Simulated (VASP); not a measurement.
# BN (Qingsongite) (F-43m) in VASP: further runs

Runs on BN (Qingsongite). Level: PBE. Tasks: single point.

Everything below comes from runs of VASP 6.6.1. Logs are shortened: lines on timing, memory, paths and dates and some standing lists are left out, and cuts for length are marked.

## Step 1: The cell of the first run

Symmetry: F-43m, No. 216, cubic system. The conventional cell has a = 3.703 Å, b = 3.703 Å, c = 3.703 Å, α = 90.00°, β = 90.00°, γ = 90.00°. Within 2.1 Å of B (site symmetry -43m) lie 4 N at 1.60 Å. Within 2.1 Å of N (site symmetry -43m) lie 4 B at 1.60 Å.

## Step 2: Single point, PBE

The input, INCAR:

```
SYSTEM = BN
  PREC = Accurate
  ENCUT = 520
  EDIFF = 1E-6
  ISMEAR = 0
  SIGMA = 0.01
  LREAL = .False.
  LASPH = .True.
  NELM = 80
  ALGO = Normal
  ISIF = 2
  LWAVE = .False.
  LCHARG = .True.
  GGA = PE
  LELF = .True.
  LVHAR = .True.
  NBANDS = 11
```

The input, KPOINTS:

```
regular mesh
0
Gamma
  10 10 10
  0 0 0
```

The input, POSCAR:

```
BN
1.0
    0.0000000000      1.8516026516      1.8516026516
    1.8516026516      0.0000000000      1.8516026516
    1.8516026516      1.8516026516      0.0000000000
B N
1 1
Direct
    0.0000000000      0.0000000000      0.0000000000
    0.2500000000      0.2500000000      0.2500000000
```

Potentials or basis: VASP PAW PBE potentials, release 64 (B, N).

The run is started by

```
$ cat potpaw_PBE.64/B/POTCAR potpaw_PBE.64/N/POTCAR > POTCAR
$ mpirun -np 1 vasp_std > vasp.out
```

OUTCAR:

```text
SYSTEM = BN
   PREC = Accurate
   ENCUT = 520
   EDIFF = 1E-6
   ISMEAR = 0
   LREAL = .False.
   LASPH = .True.
   NELM = 80
   ISIF = 2
   GGA = PE

 ion  position               nearest neighbor table
   1  0.000  0.000  0.000-   2 1.60   2 1.60   2 1.60   2 1.60
   2  0.250  0.250  0.250-   1 1.60   1 1.60   1 1.60   1 1.60

  LATTYP: Found a face centered cubic cell.
 ALAT       =     3.7032053032

  Lattice vectors:

 A1 = (   0.0000000000,   1.8516026516,   1.8516026516)
 A2 = (   1.8516026516,   0.0000000000,   1.8516026516)
 A3 = (   1.8516026516,   1.8516026516,   0.0000000000)

Analysis of symmetry for initial positions (statically):
=====================================================================
 Subroutine PRICEL returns:
 Original cell was already a primitive cell.

 Routine SETGRP: Setting up the symmetry group for a
 face centered cubic supercell.

 Subroutine GETGRP returns: Found 24 space group operations
 (whereof 24 operations were pure point group operations)
 out of a pool of 48 trial point group operations.

The static configuration has the point symmetry T_d .

Analysis of symmetry for dynamics (positions and initial velocities):
=====================================================================
 Subroutine PRICEL returns:
 Original cell was already a primitive cell.

 Routine SETGRP: Setting up the symmetry group for a
 face centered cubic supercell.

 Subroutine GETGRP returns: Found 24 space group operations
 (whereof 24 operations were pure point group operations)
 out of a pool of 48 trial point group operations.

The dynamic configuration has the point symmetry T_d .

 Subroutine INISYM returns: Found 24 space group operations
 (whereof 24 operations are pure point group operations),
 and found     1 'primitive' translations

----------------------------------------------------------------------------------------

                                     Primitive cell

  volume of cell :      12.6962

  direct lattice vectors                    reciprocal lattice vectors
     0.000000000  1.851602652  1.851602652    -0.270036338  0.270036338  0.270036338
     1.851602652  0.000000000  1.851602652     0.270036338 -0.270036338  0.270036338
     1.851602652  1.851602652  0.000000000     0.270036338  0.270036338 -0.270036338

  length of vectors
     2.618561582  2.618561582  2.618561582     0.467716658  0.467716658  0.467716658

  position of ions in fractional coordinates (direct lattice)
     0.000000000  0.000000000  0.000000000
     0.250000000  0.250000000  0.250000000

  ion indices of the primitive-cell ions
   primitive index   ion index
                 1           1
                 2           2

----------------------------------------------------------------------------------------

 KPOINTS: regular mesh

Automatic generation of k-mesh.
 Grid dimensions read from file:
 generate k-points for:   10   10   10

 Generating k-lattice:

  Cartesian coordinates                     Fractional coordinates (reciprocal lattice)
    -0.027003634  0.027003634  0.027003634     0.100000000  0.000000000  0.000000000
     0.027003634 -0.027003634  0.027003634     0.000000000  0.100000000  0.000000000
     0.027003634  0.027003634 -0.027003634     0.000000000  0.000000000  0.100000000

  Length of vectors
     0.046771666  0.046771666  0.046771666

  Shift w.r.t. Gamma in fractional coordinates (k-lattice)
     0.000000000  0.000000000  0.000000000

 Subroutine IBZKPT returns following result:
 ===========================================

 Found     47 irreducible k-points:

 Following reciprocal coordinates:
            Coordinates               Weight
  0.000000  0.000000  0.000000      1.000000
  0.100000  0.000000  0.000000      8.000000
  0.200000  0.000000  0.000000      8.000000
  0.300000  0.000000  0.000000      8.000000
  0.400000  0.000000  0.000000      8.000000
  0.500000  0.000000  0.000000      4.000000
[... 16 lines left out ...]
  0.300000  0.300000  0.000000      6.000000
  0.400000  0.300000  0.000000     24.000000
 [... further k-points ...]
   k-points           NKPTS =     47   k-points in BZ     NKDIM =     47   number of bands    NBANDS=     11
   number of dos      NEDOS =    301   number of ions     NIONS =      2
   total plane-waves  NPLWV =   8000
   dimension x,y,z NGX =    20 NGY =   20 NGZ =   20
   dimension x,y,z NGXF=    40 NGYF=   40 NGZF=   40
   ions per type =               1   1
   NGX,Y,Z   is equivalent  to a cutoff of  12.70, 12.70, 12.70 a.u.
   NGXF,Y,Z  is equivalent  to a cutoff of  25.40, 25.40, 25.40 a.u.
 SYSTEM =  BN
   PREC   = accura    normal or accurate (medium, high low for compatibility)
   ISTART =      0    job   : 0-new  1-cont  2-samecut
   ICHARG =      2    charge: 1-file 2-atom 10-const
   ISPIN  =      1    spin polarized calculation?
   LNONCOLLINEAR =      F non collinear calculations
   LSORBIT =      F    spin-orbit coupling
   LASPH  =      T    aspherical Exc in radial PAW
   ENCUT  =  520.0 eV  38.22 Ry    6.18 a.u.   4.87  4.87  4.87*2*pi/ulx,y,z
   NELM   =     80;   NELMIN=  2; NELMDL= -5     # of ELM steps
   EDIFF  = 0.1E-05   stopping-criterion for ELM
   LREAL  =      F    real-space projection
   EDIFFG = 0.1E-04   stopping-criterion for IOM
   NSW    =      0    number of steps for IOM
   IBRION =     -1    ionic relax: 0-MD 1-quasi-New 2-CG
   NFREE  =      0    steps in history (QN), initial steepest desc. (CG)
   ISIF   =      2    stress and relaxation
   ISYM   =      2    0-nonsym 1-usesym 2-fastsym
   POTIM  = 0.5000    time-step for ionic-motion
   TEBEG  =    0.0;   TEEND  =   0.0 temperature during run
   PSTRESS=    0.0 pullay stress
   NELECT =       8.0000    total number of electrons
   NUPDOWN=      -1.0000    fix difference up-down
   EMIN   =  10.00;   EMAX   =-10.00  energy-range for DOS
   EFERMI =   0.00;   METHOD = LEGACY
   ISMEAR =     0;   SIGMA  =   0.01  broadening in eV -4-tet -1-fermi 0-gaus
   EFERMI_NEDOS =   21; number of points for ismear=-14 and -15
   IALGO  =     38    algorithm
   IMIX   =      4    mixing-type and parameters
     AMIX     =   0.40;   BMIX     =  1.00
     AMIX_MAG =   1.60;   BMIX_MAG =  1.00
  volume/ion in A,a.u.               =       6.35        42.84
  Fermi-wavevector in a.u.,A,eV,Ry     =   1.403504  2.652238 26.801081  1.969824
  Thomas-Fermi vector in A             =   2.526159
   LORBIT       =      0    0 simple, 1 ext, 2 COOP (PROOUT), +10 PAW based schemes
   GGA     = PE    functional components
   LHFCALC =     F    Hartree Fock is set to
   AEXX    =    0.0000 exact exchange contribution
   IVDW    =     0    specifies the selected vdW correction
   LEPSILON=     F    determine dielectric tensor
   LRPA    =     F    only Hartree local field effects (RPA)
 non-spin polarized calculation
 Gauss-broadening in eV      SIGMA  =   0.01
  energy-cutoff  :      520.00
  volume of cell :       12.70
 maximum number of plane-waves:       352
   NGX =  9   NGY =  9   NGZ =  9

 number of electron       8.0000002 magnetization

 Free energy of the ion-electron system (eV)
  ---------------------------------------------------
  ext. energy  EPLUGINS =         0.00000000
  ---------------------------------------------------
  free energy    TOTEN  =       -17.39799497 eV

  energy without entropy =      -17.39799497  energy(sigma->0) =      -17.39799497

 E-fermi :   6.7210     XC(G=0): -12.4684

 val. band max:        6.5381273818   @ k =   0.0000   0.0000   0.0000
 cond. band min:      10.9170854509   @ k =   0.5000   0.5000   0.0000
 fundamental gap:      4.3789580691
 Fermi energy:         6.7210415850

 k-point     1 :       0.0000    0.0000    0.0000
  band No.  band energies     occupation
      1     -12.8936      2.00000
      2       6.5381      2.00000
      3       6.5381      2.00000
      4       6.5381      2.00000
      5      15.0144      0.00000
      6      15.0144      0.00000
      7      15.0144      0.00000
      8      15.7362      0.00000
      9      29.9592      0.00000
     10      33.4409      0.00000
     11      33.4409      0.00000

 k-point     2 :       0.1000    0.0000    0.0000
  band No.  band energies     occupation
      1     -12.6648      2.00000
      2       5.3253      2.00000
      3       6.3035      2.00000
      4       6.3035      2.00000
      5      15.1169      0.00000
      6      15.3686      0.00000
      7      15.3686      0.00000
      8      16.6425      0.00000
      9      29.8502      0.00000
     10      30.9834      0.00000
     11      30.9834      0.00000

 k-point     3 :       0.2000    0.0000    0.0000
  band No.  band energies     occupation
      1     -11.9928      2.00000
      2       2.7470      2.00000
      3       5.7736      2.00000
      4       5.7736      2.00000
      5      15.3154      0.00000
      6      16.1110      0.00000
      7      16.1110      0.00000
      8      18.3766      0.00000
      9      29.3719      0.00000
     10      29.5758      0.00000
     11      29.5758      0.00000

 k-point     4 :       0.3000    0.0000    0.0000
  band No.  band energies     occupation
      1     -10.9386      2.00000
      2      -0.0432      2.00000
      3       5.2338      2.00000
      4       5.2338      2.00000
      5      15.5365      0.00000
      6      16.6640      0.00000
      7      16.6640      0.00000
      8      19.8547      0.00000
      9      28.8824      0.00000
     10      29.7616      0.00000
     11      29.7616      0.00000
[... 239 lines left out ...]
 k-point    22 :      -0.2000    0.2000    0.0000
  band No.  band energies     occupation
      1     -10.5895      2.00000
      2       0.6679      2.00000
      3       2.5472      2.00000
      4       5.3301      2.00000
      5      16.5186      0.00000
      6      17.0152      0.00000
      7      17.3738      0.00000
      8      19.3206      0.00000
      9      27.3194      0.00000
     10      28.0176      0.00000
     11      31.9034      0.00000

 k-point    23 :       0.3000    0.3000    0.0000
  band No.  band energies     occupation
      1     -10.3006      2.00000
      2       1.4709      2.00000
      3       3.1412      2.00000
      4       3.1412      2.00000
      5      12.4492      0.00000
      6      16.7897      0.00000
      7      20.4637      0.00000
      8      20.4637      0.00000
      9      24.3220      0.00000
     10      32.4177      0.00000
     11      37.3457      0.00000

 k-point    24 :       0.4000    0.3000    0.0000
  band No.  band energies     occupation
      1      -9.3744      2.00000
      2       0.0360      2.00000
      3       2.3334      2.00000
      4       2.7574      2.00000
      5      12.4315      0.00000
      6      16.6844      0.00000
      7      21.1018      0.00000
      8      21.2508      0.00000
      9      25.1913      0.00000
     10      32.1594      0.00000
     11      37.1622      0.00000

 [... further k-points ...]

------------------------ aborting loop because EDIFF is reached ----------------------------------------

  FORCE on cell =-STRESS in cart. coord.  units (eV):
  Direction    XX          YY          ZZ          XY          YZ          ZX
  --------------------------------------------------------------------------------------
  -------------------------------------------------------------------------------------
  Total       -1.6752560     -1.6752560     -1.6752560      0.0000000      0.0000000      0.0000000
  in kB     -211.4065244   -211.4065244   -211.4065244      0.0000000      0.0000000      0.0000000
  external PRESSURE =    -211.4065244 kB  Pullay stress =       0.0000000 kB

 VOLUME and BASIS-vectors are now :
 -----------------------------------------------------------------------------
  energy-cutoff  :      520.00
  volume of cell :       12.70
      direct lattice vectors                 reciprocal lattice vectors
     0.000000000  1.851602652  1.851602652    -0.270036338  0.270036338  0.270036338
     1.851602652  0.000000000  1.851602652     0.270036338 -0.270036338  0.270036338
     1.851602652  1.851602652  0.000000000     0.270036338  0.270036338 -0.270036338

 POSITION                                       TOTAL-FORCE (eV/Angst)
 -----------------------------------------------------------------------------------
      0.00000      0.00000      0.00000         0.000000      0.000000      0.000000
      0.92580      0.92580      0.92580        -0.000000     -0.000000     -0.000000
 -----------------------------------------------------------------------------------
    total drift:                               -0.000000     -0.000000      0.000000

  FREE ENERGIE OF THE ION-ELECTRON SYSTEM (eV)
  ---------------------------------------------------
  free  energy   TOTEN  =       -17.3979949692 eV

  energy  without entropy=      -17.3979949692  energy(sigma->0) =      -17.39799497
```

Run time: 4.4 s. Hardware: 1 thread of Intel Xeon 6975P-C, shared host; peak memory 0.12 GiB.

What came out:

- Free energy: -17.3980 eV
- Pressure: -21.1 GPa
- Band gap on the k mesh: 4.38 eV, indirect (least direct gap 8.48 eV)

Levels at points of the mesh, in eV from the valence-band top:
| k point | band 1 | band 2 | band 3 | band 4 | band 5 | band 6 | band 7 | band 8 | band 9 |
| --- | --- | --- | --- | --- | --- | --- | --- | --- | --- |
| (0.00, 0.00, 0.00) | -19.43 | 0.00 | 0.00 | 0.00 | 8.48 | 8.48 | 8.48 | 9.20 | 23.42 |
| (0.50, 0.00, 0.00) | -15.55 | -10.05 | -1.81 | -1.81 | 9.22 | 10.30 | 10.30 | 14.51 | 22.46 |
| (0.50, 0.50, 0.00) | -14.28 | -8.46 | -4.56 | -4.56 | 4.38 | 8.82 | 16.83 | 16.83 | 19.60 |

## Step 3: Single point, PBE

This run uses another cell than the first one, of 6.50 Å³/atom, 1.023 times its volume.

The input, INCAR:

```
ALGO = Normal
EDIFF = 1E-7
ENCUT = 520
GGA = PE
ISIF = 2
ISMEAR = 0
LASPH = T
LCHARG = F
LREAL = F
LWAVE = F
NBANDS = 11
NELM = 100
PREC = Accurate
SIGMA = 0.01
```

The input, KPOINTS:

```
k-points
0
Gamma
  10 10 10
```

The input, POSCAR:

```
BN
1.0
    0.0000000000      1.8658463087      1.8658463087
    1.8658463087      0.0000000000      1.8658463087
    1.8658463087      1.8658463087      0.0000000000
B N
1 1
Direct
    0.0000000000      0.0000000000      0.0000000000
    0.2500000000      0.2500000000      0.2500000000
```

Potentials or basis: VASP PAW PBE potentials, release 64 (B, N).

The run is started by

```
$ cat potpaw_PBE.64/B/POTCAR potpaw_PBE.64/N/POTCAR > POTCAR
$ mpirun -np 1 vasp_std > vasp.out
```

Run time: 3.6 s. Hardware: 1 thread of Intel Xeon 6975P-C, shared host; peak memory 0.12 GiB.

The run converged. Its results:

```
Free energy            : -17.3534 eV
Pressure               : -27.6 GPa
Band gap on the k mesh : 4.35 eV, indirect (least direct gap 8.37 eV)
```

Levels at points of the mesh, in eV from the valence-band top:
| k point | band 1 | band 2 | band 3 | band 4 | band 5 | band 6 | band 7 | band 8 |
| --- | --- | --- | --- | --- | --- | --- | --- | --- |
| (0.00, 0.00, 0.00) | -19.19 | 0.00 | 0.00 | 0.00 | 8.37 | 8.37 | 8.37 | 8.84 |
| (0.50, 0.00, 0.00) | -15.41 | -9.85 | -1.77 | -1.77 | 8.94 | 10.18 | 10.18 | 14.28 |
| (0.50, 0.50, 0.00) | -14.17 | -8.32 | -4.45 | -4.45 | 4.35 | 8.69 | 16.50 | 16.50 |

## Step 4: Single point, PBE

This run uses another cell than the first one, of 5.61 Å³/atom, 0.884 times its volume.

The input, INCAR:

```
PREC = Accurate
ENCUT = 520
EDIFF = 1E-6
ISMEAR = 0
SIGMA = 0.01
LREAL = F
LASPH = T
NELM = 100
ALGO = Normal
ISIF = 2
LWAVE = F
LCHARG = F
GGA = PE
NBANDS = 11
```

The input, KPOINTS:

```
Automatic mesh
0
Gamma
  10 10 10
```

The input, POSCAR:

```
BN
1.0
    0.0000000000      1.7768584873      1.7768584873
    1.7768584873      0.0000000000      1.7768584873
    1.7768584873      1.7768584873      0.0000000000
B N
1 1
Direct
    0.0000000000      0.0000000000      0.0000000000
    0.2500000000      0.2500000000      0.2500000000
```

The run is started by

```
$ cat potpaw_PBE.64/B/POTCAR potpaw_PBE.64/N/POTCAR > POTCAR
$ mpirun -np 1 vasp_std > vasp.out
```

Run time: 3.9 s. Hardware: 1 thread of Intel Xeon Platinum 8488C (Sapphire Rapids), shared host; peak memory 0.12 GiB.

It converged, with:

```yaml
Free_energy: -17.3982 eV
Pressure: 25.0 GPa
Band_gap_on_the_k_mesh: 4.51 eV, indirect (least direct gap 9.06 eV)
```

Levels at points of the mesh, in eV from the valence-band top:
| k point | band 1 | band 2 | band 3 | band 4 | band 5 | band 6 | band 7 | band 8 | band 9 |
| --- | --- | --- | --- | --- | --- | --- | --- | --- | --- |
| (0.00, 0.00, 0.00) | -20.83 | 0.00 | 0.00 | 0.00 | 9.06 | 9.06 | 9.06 | 11.20 | 25.73 |
| (0.50, 0.00, 0.00) | -16.36 | -11.17 | -2.04 | -2.04 | 10.83 | 10.99 | 10.99 | 15.79 | 24.21 |
| (0.50, 0.50, 0.00) | -14.92 | -9.26 | -5.16 | -5.16 | 4.51 | 9.52 | 18.72 | 18.72 | 21.68 |

## Step 5: The runs side by side

| cell | gap on the mesh (eV) | pressure (GPa) |
| --- | --- | --- |
| a = 2.619 Å, angles 60.0°, 2 atoms | 4.38 | -21.1 |
| a = 2.639 Å, angles 60.0°, 2 atoms | 4.35 | -27.6 |
| a = 2.513 Å, angles 60.0°, 2 atoms | 4.51 | 25.0 |

Alike in all rows: task single point; level PBE; potentials or basis VASP PAW PBE potentials, release 64 (B, N); no spin polarisation; k mesh 10 × 10 × 10; cutoff (eV) 520; smearing gaussian 0.01 eV.

Absolute energies hang on the potentials; compare differences alone.
